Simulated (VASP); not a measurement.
# Si16C17 (a cell with a defect) in VASP: a series of runs, part 2 of 2

VASP 6.6.1. Earlier steps stand in the parts before.

## Step 3: Single point, PBE

File INCAR:

```
PREC = Accurate
ENCUT = 520
EDIFF = 1E-6
ISMEAR = 0
SIGMA = 0.02
LREAL = Auto
LASPH = T
NELM = 60
ALGO = Normal
ISIF = 2
LWAVE = F
LCHARG = F
GGA = PE
NBANDS = 88
```

File KPOINTS:

```
Automatic mesh
0
Gamma
  2 2 2
```

File POSCAR:

```
Si16C17
1.0
    6.1838730322      0.0000000000      0.0000000000
   -3.0919365161      5.3553911397      0.0000000000
    0.0000000000      0.0000000000     10.1485845858
Si C
16 17
Direct
    0.1659271919      0.3305665177      0.2496034771
    0.1676876912      0.3342870676      0.7511094710
    0.1875528537      0.8458459675      0.2475902899
    0.1732496608      0.8372830075      0.7428166890
    0.6447834194      0.2904017577      0.2654533721
    0.6687857077      0.3354518752      0.7468763684
    0.6480965037      0.8321931832      0.2610581779
    0.6662957374      0.8341853813      0.7441007104
    0.3243086550      0.1603029504      0.5023906493
    0.3441348798      0.1741773805      0.9972359115
    0.3263808571      0.6627900572      0.4994957629
    0.3395923455      0.6710839426      0.9958061555
    0.8315716381      0.1629074287      0.5059844510
    0.8362422556      0.1687434169      0.9989702420
    0.8245580394      0.6583939264      0.4914311900
    0.8562048338      0.6871036875      0.9729938117
    0.1625774181      0.3300123098      0.4371478567
    0.1712934713      0.3362682488      0.9390917442
    0.1609917303      0.8300601924      0.4341748313
    0.1905770147      0.8479595386      0.9253972237
    0.6540773953      0.3123232190      0.4486603981
    0.6767755993      0.3429221045      0.9356412138
    0.6587436971      0.8359286714      0.4453348112
    0.6688979216      0.8390776477      0.9303589008
    0.3382404359      0.1710536124      0.1857043201
    0.3330112137      0.1697926400      0.6871355253
    0.3301502038      0.6635834633      0.1849845152
    0.3319364180      0.6641513023      0.6845822628
    0.8303680316      0.1580033984      0.1891791889
    0.8372488992      0.1690438619      0.6901963462
    0.7551082010      0.6109421170      0.2403627796
    0.8357991595      0.6681808866      0.6834009158
   -0.0838418459     -0.2515971224      0.1441056127
```

Potentials or basis: VASP PAW PBE potentials, release 64 (Si, C).

The run is started by

```console
$ cat potpaw_PBE.64/Si/POTCAR potpaw_PBE.64/C/POTCAR > POTCAR
$ mpirun -np 1 vasp_std > vasp.out
```

OUTCAR:

```text
PREC = Accurate
   ENCUT = 520
   EDIFF = 1E-6
   ISMEAR = 0
   LREAL = Auto
   LASPH = T
   NELM = 60
   ISIF = 2
   GGA = PE

 ion  position               nearest neighbor table
   1  0.166  0.331  0.250-  25 1.89  29 1.90  27 1.90  17 1.90   7 3.05   3 3.07  14 3.10   5 3.10
                            11 3.10   5 3.11   9 3.11   3 3.12  10 3.13   7 3.15
   2  0.168  0.334  0.751-  30 1.87  26 1.88  28 1.89  18 1.91  12 3.07  13 3.07  14 3.08  10 3.08
                             9 3.08   8 3.09   6 3.09   4 3.09   4 3.09   6 3.10   8 3.10  11 3.10
   3  0.188  0.846  0.248-  33 1.81  25 1.85  27 1.86  19 1.90  31 2.32   5 2.79   7 2.89   1 3.07
                            11 3.09   9 3.09  10 3.09  12 3.10   1 3.12  15 3.15
   4  0.173  0.837  0.743-  20 1.86  26 1.87  28 1.87  32 1.91  16 2.89   9 2.99  11 3.03   8 3.06
                             6 3.07   2 3.09   2 3.09   6 3.11  12 3.12   8 3.13
   5  0.645  0.290  0.265-  31 1.76  25 1.84  21 1.86  29 1.88   3 2.79   7 2.84   9 2.96  13 2.97
                            15 3.02   1 3.10   1 3.11
   6  0.669  0.335  0.747-  30 1.88  32 1.89  26 1.90  22 1.92  16 2.97  13 3.03   4 3.07  10 3.08
                             2 3.09   9 3.09   8 3.09   8 3.09   2 3.10   4 3.11  15 3.12  14 3.12
   7  0.648  0.832  0.261-  31 1.81  27 1.87  23 1.87  29 1.89  33 2.30   5 2.84   3 2.89  11 2.97
                            15 3.00   1 3.05  13 3.05   1 3.15
   8  0.666  0.834  0.744-  30 1.88  28 1.89  24 1.89  32 1.90  16 2.94  13 2.99   4 3.06  11 3.08
                             2 3.09   6 3.09   6 3.09  12 3.10   2 3.10   4 3.13  15 3.13  14 3.15
   9  0.324  0.160  0.502-  21 1.85  26 1.88  17 1.89  19 1.90   5 2.96   4 2.99  13 3.06  11 3.08
                             2 3.08   3 3.09  15 3.09   6 3.09  15 3.10  11 3.10   1 3.11  13 3.13
  10  0.344  0.174  0.997-  22 1.89  18 1.89  20 1.89  25 1.91  16 3.02  14 3.06   6 3.08   2 3.08
                            12 3.09   3 3.09  12 3.10  14 3.12   1 3.13
  11  0.326  0.663  0.499-  23 1.86  28 1.88  17 1.89  19 1.90   7 2.97   4 3.03  13 3.08   8 3.08
                             9 3.08   3 3.09  15 3.09  15 3.10   1 3.10   9 3.10   2 3.10  13 3.11
  12  0.340  0.671  0.996-  18 1.88  24 1.88  20 1.89  27 1.92  16 3.05   2 3.07  14 3.07  10 3.09
                             8 3.10  10 3.10   3 3.10  14 3.11   4 3.12
  13  0.832  0.163  0.506-  21 1.85  23 1.86  30 1.87  17 1.91   5 2.97   8 2.99   6 3.03   7 3.05
                             9 3.06   2 3.07  11 3.08  15 3.09  15 3.10  11 3.11   9 3.13
  14  0.836  0.169  0.999-  18 1.89  24 1.90  22 1.90  29 1.93  16 3.05  10 3.06  12 3.07   2 3.08
                             1 3.10  12 3.11   6 3.12  10 3.12   8 3.15
  15  0.825  0.658  0.491-  19 1.89  23 1.90  21 1.90  32 1.95  31 2.58   7 3.00   5 3.02   9 3.09
                            13 3.09  11 3.09  11 3.10   9 3.10  13 3.10   6 3.12   8 3.13   3 3.15
  16  0.856  0.687  0.973-  33 1.78  20 1.86  24 1.87  22 1.88   4 2.89   8 2.94   6 2.97  10 3.02
                            12 3.05  14 3.05
  17  0.163  0.330  0.437-  11 1.89   9 1.89   1 1.90  13 1.91
  18  0.171  0.336  0.939-  12 1.88  10 1.89  14 1.89   2 1.91
  19  0.161  0.830  0.434-  15 1.89   3 1.90   9 1.90  11 1.90
  20  0.191  0.848  0.925-  16 1.86   4 1.86  12 1.89  10 1.89
  21  0.654  0.312  0.449-  13 1.85   9 1.85   5 1.86  15 1.90
  22  0.677  0.343  0.936-  16 1.88  10 1.89  14 1.90   6 1.92
  23  0.659  0.836  0.445-  13 1.86  11 1.86   7 1.87  15 1.90
  24  0.669  0.839  0.930-  16 1.87  12 1.88   8 1.89  14 1.90
  25  0.338  0.171  0.186-   5 1.84   3 1.85   1 1.89  10 1.91
  26  0.333  0.170  0.687-   4 1.87   9 1.88   2 1.88   6 1.90
  27  0.330  0.664  0.185-   3 1.86   7 1.87   1 1.90  12 1.92
  28  0.332  0.664  0.685-   4 1.87  11 1.88   8 1.89   2 1.89
  29  0.830  0.158  0.189-   5 1.88   7 1.89   1 1.90  14 1.93
  30  0.837  0.169  0.690-  13 1.87   2 1.87   8 1.88   6 1.88
  31  0.755  0.611  0.240-  33 1.35   5 1.76   7 1.81   3 2.32  15 2.58
  32  0.836  0.668  0.683-   6 1.89   8 1.90   4 1.91  15 1.95
  33  0.916  0.748  0.144-  31 1.35  16 1.78   3 1.81   7 2.30

  LATTYP: Found a hexagonal cell.
 ALAT       =     6.1838730322
 C/A-ratio  =     1.6411372829

  Lattice vectors:

 A1 = (   6.1838730322,   0.0000000000,   0.0000000000)
 A2 = (  -3.0919365161,   5.3553911397,   0.0000000000)
[... 163 lines left out ...]
 SYSTEM =  unknown system
   PREC   = accura    normal or accurate (medium, high low for compatibility)
   ISTART =      0    job   : 0-new  1-cont  2-samecut
   ICHARG =      2    charge: 1-file 2-atom 10-const
   ISPIN  =      1    spin polarized calculation?
   LNONCOLLINEAR =      F non collinear calculations
   LSORBIT =      F    spin-orbit coupling
   LASPH  =      T    aspherical Exc in radial PAW
   ENCUT  =  520.0 eV  38.22 Ry    6.18 a.u.  11.50 11.50 18.87*2*pi/ulx,y,z
   NELM   =     60;   NELMIN=  2; NELMDL= -5     # of ELM steps
   EDIFF  = 0.1E-05   stopping-criterion for ELM
   LREAL  =      T    real-space projection
   EDIFFG = 0.1E-04   stopping-criterion for IOM
   NSW    =      0    number of steps for IOM
[... 5 lines left out ...]
   TEBEG  =    0.0;   TEEND  =   0.0 temperature during run
   PSTRESS=    0.0 pullay stress
   NELECT =     132.0000    total number of electrons
   NUPDOWN=      -1.0000    fix difference up-down
   EMIN   =  10.00;   EMAX   =-10.00  energy-range for DOS
   EFERMI =   0.00;   METHOD = LEGACY
   ISMEAR =     0;   SIGMA  =   0.02  broadening in eV -4-tet -1-fermi 0-gaus
   EFERMI_NEDOS =   21; number of points for ismear=-14 and -15
   IALGO  =     38    algorithm
   IMIX   =      4    mixing-type and parameters
     AMIX     =   0.40;   BMIX     =  1.00
     AMIX_MAG =   1.60;   BMIX_MAG =  1.00
  volume/ion in A,a.u.               =      10.18        68.73
  Fermi-wavevector in a.u.,A,eV,Ry     =   1.198893  2.265579 19.556256  1.437344
  Thomas-Fermi vector in A             =   2.334770
   LORBIT       =      0    0 simple, 1 ext, 2 COOP (PROOUT), +10 PAW based schemes
   GGA     = PE    functional components
   LHFCALC =     F    Hartree Fock is set to
   AEXX    =    0.0000 exact exchange contribution
   IVDW    =     0    specifies the selected vdW correction
   LEPSILON=     F    determine dielectric tensor
   LRPA    =     F    only Hartree local field effects (RPA)
 non-spin polarized calculation
 Gauss-broadening in eV      SIGMA  =   0.02
  energy-cutoff  :      520.00
  volume of cell :      336.09
 maximum number of plane-waves:      9074
 NGX is ok and might be reduce to    48
   NGX = 23   NGY = 23   NGZ = 37

 number of electron     132.0000001 magnetization

 Free energy of the ion-electron system (eV)
  ---------------------------------------------------
  ext. energy  EPLUGINS =         0.00000000
  ---------------------------------------------------
  free energy    TOTEN  =      -242.82478013 eV

  energy without entropy =     -242.82478013  energy(sigma->0) =     -242.82478013

 E-fermi :   9.5341     XC(G=0): -11.3786

 val. band max:        9.4339921102   @ k =   0.5000   0.5000   0.0000
 cond. band min:       9.8237568295   @ k =   0.5000   0.0000   0.0000
 fundamental gap:      0.3897647193
 Fermi energy:         9.5341366997

 k-point     1 :       0.0000    0.0000    0.0000
  band No.  band energies     occupation
      1      -7.8129      2.00000
      2      -6.7101      2.00000
      3      -6.1514      2.00000
      4      -5.2776      2.00000
      5      -4.1296      2.00000
      6      -4.0970      2.00000
[... 637 lines left out ...]
     77      13.5579      0.00000
     78      13.5640      0.00000
 [bands above 78 left out]

------------------------ aborting loop because EDIFF is reached ----------------------------------------

  FORCE on cell =-STRESS in cart. coord.  units (eV):
  Direction    XX          YY          ZZ          XY          YZ          ZX
  --------------------------------------------------------------------------------------
  -------------------------------------------------------------------------------------
  Total       17.4465213     16.3642115     16.4877455      3.9553612     -3.7949009     -5.0004673
  in kB       83.1691364     78.0096681     78.5985657     18.8555627    -18.0906338    -23.8376775
  external PRESSURE =      79.9257901 kB  Pullay stress =       0.0000000 kB

 VOLUME and BASIS-vectors are now :
 -----------------------------------------------------------------------------
  energy-cutoff  :      520.00
  volume of cell :      336.09
      direct lattice vectors                 reciprocal lattice vectors
     6.183873032  0.000000000  0.000000000     0.161710953  0.093363862  0.000000000
    -3.091936516  5.355391140  0.000000000     0.000000000  0.186727724  0.000000000
     0.000000000  0.000000000 10.148584586     0.000000000  0.000000000  0.098535908

 POSITION                                       TOTAL-FORCE (eV/Angst)
 -----------------------------------------------------------------------------------
      0.00398      1.77031      2.53312        -0.010921     -0.025256     -0.012588
      0.00337      1.79024      7.62270        -0.009319      0.006805      0.004413
     -1.45550      4.52984      2.51269         0.144411      0.049581     -0.031949
     -1.51747      4.48398      7.53854         0.016478      0.008266      0.001139
      3.08935      1.55522      2.69398        -0.079240      0.143182     -0.038254
      3.09849      1.79648      7.57974         0.009352     -0.008392      0.001361
[... 25 lines left out ...]
      3.10250      3.57837      6.93555         0.005018      0.005298      0.025736
      3.35139      4.00799      1.46247         0.760441     -0.413419     -0.138530
 -----------------------------------------------------------------------------------
    total drift:                               -0.020475     -0.010477      0.017381

  FREE ENERGIE OF THE ION-ELECTRON SYSTEM (eV)
  ---------------------------------------------------
  free  energy   TOTEN  =      -242.8247801295 eV

  energy  without entropy=     -242.8247801295  energy(sigma->0) =     -242.82478013
```

Run time: 9.1 min. Hardware: 1 thread of AMD EPYC 7R43 (Zen 3), shared host; peak memory 0.44 GiB.

What came out:

```yaml
Free_energy: -242.8248 eV
Pressure: 8.0 GPa
Largest_force: 0.877 eV/Å
Band_gap_on_the_k_mesh: zero (bands 66 and 67 overlap by 0.80 eV)
```

Forces on the atoms (eV/Å):
```
Si  -0.011 -0.025 -0.013
Si  -0.009  0.007  0.004
Si   0.144  0.050 -0.032
Si   0.016  0.008  0.001
Si  -0.079  0.143 -0.038
Si   0.009 -0.008  0.001
Si  -0.238  0.071  0.198
Si   0.006  0.007  0.014
Si   0.005  0.031 -0.042
Si  -0.020 -0.019 -0.016
Si   0.026 -0.012  0.038
Si  -0.020  0.006  0.018
Si  -0.008  0.007  0.026
Si  -0.003 -0.001  0.012
Si  -0.040  0.031  0.044
Si   0.103 -0.021 -0.005
C    0.018  0.003 -0.009
C   -0.011 -0.001  0.004
C    0.006 -0.016 -0.045
C    0.025  0.036 -0.054
C    0.016  0.054 -0.028
C   -0.020 -0.024 -0.033
C   -0.049  0.027  0.118
C    0.037 -0.023  0.068
C   -0.023 -0.007 -0.037
C    0.002  0.009 -0.042
C   -0.005 -0.027 -0.001
C    0.005 -0.008  0.017
C   -0.030 -0.040  0.001
C    0.000  0.004  0.003
C   -0.619  0.146 -0.061
C    0.005  0.005  0.026
C    0.760 -0.413 -0.139
```

Levels at points of the mesh, in eV from the Fermi level:
| k point | band 62 | band 63 | band 64 | band 65 | band 66 | band 67 | band 68 | band 69 | band 70 | band 71 |
| --- | --- | --- | --- | --- | --- | --- | --- | --- | --- | --- |
| (0.00, 0.00, 0.00) | -2.03 | -1.49 | -1.41 | -1.36 | -0.56 | -0.38 | 0.96 | 1.55 | 1.57 | 1.66 |
| (0.50, 0.00, 0.00) | -2.40 | -2.04 | -1.98 | -1.90 | 0.29 | 1.24 | 1.70 | 2.10 | 2.47 | 2.70 |
| (0.00, 0.50, 0.00) | -2.40 | -2.10 | -2.02 | -1.92 | -0.18 | 1.02 | 1.81 | 2.10 | 2.57 | 2.76 |
| (0.50, 0.50, 0.00) | -2.42 | -2.36 | -2.01 | -1.91 | -0.10 | 0.67 | 1.89 | 2.05 | 2.57 | 2.78 |
| (0.00, 0.00, 0.50) | -1.79 | -1.69 | -1.54 | -1.52 | -0.47 | -0.35 | 0.99 | 1.56 | 1.67 | 1.68 |
| (0.50, 0.00, 0.50) | -2.44 | -2.32 | -2.30 | -2.12 | 0.41 | 1.21 | 1.93 | 2.44 | 2.53 | 2.74 |
| (0.00, 0.50, 0.50) | -2.45 | -2.33 | -2.32 | -1.94 | -0.13 | 1.06 | 2.02 | 2.52 | 2.58 | 2.82 |
| (0.50, 0.50, 0.50) | -2.45 | -2.38 | -2.30 | -2.00 | -0.11 | 0.75 | 2.06 | 2.50 | 2.60 | 2.84 |

Caveat: the k points lie up to 0.59 Å⁻¹ apart, too coarse for converged energies and pressures of a metal.

## Step 4: Single point, PBE

File INCAR:

```
SYSTEM = Si16C17
ALGO     = Normal         ! electronic algorithm
EDIFF    = 1E-6           ! SCF threshold, eV
ENCUT    = 520            ! plane-wave cutoff, eV
GGA      = PE             ! functional
ISIF     = 2              ! what is computed and relaxed
ISMEAR   = 0              ! smearing method
LASPH    = .TRUE.         ! aspherical terms in the spheres
LCHARG   = .FALSE.        ! write CHGCAR
LREAL    = Auto         
LWAVE    = .FALSE.        ! write WAVECAR
NBANDS   = 88             ! bands
NELM     = 80             ! most SCF steps
PREC     = Accurate       ! precision mode
SIGMA    = 0.02           ! smearing width, eV
```

File KPOINTS:

```
k-points
0
G
  2 2 2
  0 0 0
```

File POSCAR:

```
Si16C17
1.0
    6.1838730322      0.0000000000      0.0000000000
   -3.0919365161      5.3553911397      0.0000000000
    0.0000000000      0.0000000000     10.1485845858
Si C
16 17
Direct
    0.1644403083      0.3338419087      0.2493850230
    0.1672256787      0.3329978994      0.7513822184
    0.1894588795      0.8427888612      0.2475042681
    0.1741075957      0.8362132444      0.7426397185
    0.6451395831      0.3097056698      0.2630878205
    0.6662749679      0.3319802333      0.7448426858
    0.6451452504      0.8493820304      0.2647938712
    0.6681747606      0.8332551038      0.7468649383
    0.3252453837      0.1624529334      0.5002161589
    0.3402768489      0.1693708221      0.9961036354
    0.3244458120      0.6629093763      0.5018157909
    0.3433738496      0.6697703130      0.9969750870
    0.8311998903      0.1667594349      0.5062946420
    0.8357029861      0.1679847422      0.9992401319
    0.8243659714      0.6637767265      0.4926891980
    0.8581645696      0.6733297169      0.9721068900
    0.1620539448      0.3315184556      0.4370019250
    0.1708395076      0.3349133524      0.9393369016
    0.1601534310      0.8298189402      0.4340117543
    0.1927253958      0.8442981814      0.9246555439
    0.6572459613      0.3201616755      0.4468234917
    0.6700396207      0.3324259524      0.9313373624
    0.6550748791      0.8395074949      0.4482383688
    0.6755094755      0.8347444441      0.9349270255
    0.3302819473      0.1666931465      0.1850801936
    0.3316928147      0.1679246159      0.6849593597
    0.3368600449      0.6658522052      0.1854012236
    0.3328345758      0.6627127520      0.6865002643
    0.8289984530      0.1697917064      0.1895487971
    0.8369273458      0.1677729930      0.6903448398
    0.7492326267      0.6332689642      0.2375529296
    0.8360030108      0.6674472334      0.6840046453
   -0.0791243849     -0.3159408820      0.1427085706
```

The run is started by

```console
$ cat potpaw_PBE.64/Si/POTCAR potpaw_PBE.64/C/POTCAR > POTCAR
$ mpirun -np 1 vasp_std > vasp.out
```

It took 13 min on 1 thread of AMD EPYC 7R43 (Zen 3), shared host; peak memory 0.43 GiB.

The run converged. Its results:

```yaml
Free_energy: -242.9413 eV
Pressure: 8.2 GPa
Largest_force: 0.514 eV/Å
Band_gap_on_the_k_mesh: zero (bands 66 and 67 overlap by 0.99 eV)
```

Forces on the atoms (eV/Å):
```
Si  -0.014  0.000 -0.006
Si   0.006  0.006 -0.004
Si   0.068  0.067 -0.004
Si   0.013  0.006  0.003
Si  -0.012 -0.178  0.085
Si   0.004  0.012  0.014
Si   0.052 -0.119 -0.015
Si  -0.005 -0.003 -0.010
Si  -0.009 -0.004  0.023
Si   0.006 -0.013  0.005
Si   0.014  0.000 -0.026
Si  -0.017  0.009 -0.008
Si   0.005 -0.018  0.005
Si   0.006 -0.009  0.004
Si   0.004 -0.011  0.013
Si   0.018  0.067  0.034
C    0.000  0.002 -0.006
C   -0.005 -0.013 -0.002
C   -0.005  0.017 -0.028
C    0.030  0.020 -0.019
C   -0.009 -0.037  0.054
C    0.010  0.042  0.059
C    0.026 -0.007 -0.032
C   -0.012  0.002 -0.018
C    0.004  0.009  0.010
C    0.006  0.005  0.014
C   -0.021 -0.013 -0.017
C    0.005  0.003 -0.030
C    0.000 -0.049  0.000
C   -0.006  0.003  0.000
C   -0.139 -0.298 -0.023
C    0.003 -0.004  0.007
C   -0.027  0.507 -0.079
```

Stress tensor (GPa, compression positive):
```
 9.68  1.81 -2.69
 1.81  6.75 -1.40
-2.69 -1.40  8.18
```

Levels at points of the mesh, in eV from the Fermi level:
| k point | band 63 | band 64 | band 65 | band 66 | band 67 | band 68 | band 69 | band 70 |
| --- | --- | --- | --- | --- | --- | --- | --- | --- |
| (0.00, 0.00, 0.00) | -1.50 | -1.40 | -1.37 | -0.51 | -0.27 | 0.92 | 1.54 | 1.56 |
| (0.50, 0.00, 0.00) | -2.04 | -1.98 | -1.93 | 0.56 | 1.26 | 1.64 | 2.19 | 2.42 |
| (0.00, 0.50, 0.00) | -2.37 | -2.01 | -1.90 | -0.13 | 0.77 | 1.85 | 2.07 | 2.57 |
| (0.50, 0.50, 0.00) | -2.16 | -2.02 | -1.91 | -0.24 | 1.00 | 1.81 | 2.10 | 2.57 |
| (0.00, 0.00, 0.50) | -1.71 | -1.54 | -1.51 | -0.42 | -0.24 | 0.94 | 1.56 | 1.66 |
| (0.50, 0.00, 0.50) | -2.31 | -2.30 | -2.18 | 0.72 | 1.23 | 1.84 | 2.43 | 2.51 |
| (0.00, 0.50, 0.50) | -2.38 | -2.31 | -1.98 | -0.13 | 0.86 | 2.01 | 2.50 | 2.60 |
| (0.50, 0.50, 0.50) | -2.35 | -2.31 | -1.93 | -0.20 | 1.08 | 2.00 | 2.51 | 2.58 |

Caveat: the k points lie up to 0.59 Å⁻¹ apart, too coarse for converged energies and pressures of a metal.

## Step 5: Overview

| cell | gap on the mesh (eV) | pressure (GPa) | largest force (eV/Å) |
| --- | --- | --- | --- |
| as given, atomic positions A | none | 7.2 | 0.20 |
| as given, atomic positions B | none | 8.0 | 0.88 |
| as given, atomic positions C | none | 8.2 | 0.51 |

Alike in all rows: task single point; level PBE; potentials or basis VASP PAW PBE potentials, release 64 (Si, C); no spin polarisation; k mesh 2 × 2 × 2; cutoff (eV) 520; smearing gaussian 0.02 eV.

Caveats: all runs use coarse meshes.

Absolute energies hang on the potentials; compare differences alone.

The gap in the log of VASP goes by the Fermi energy; the results here count the filled bands.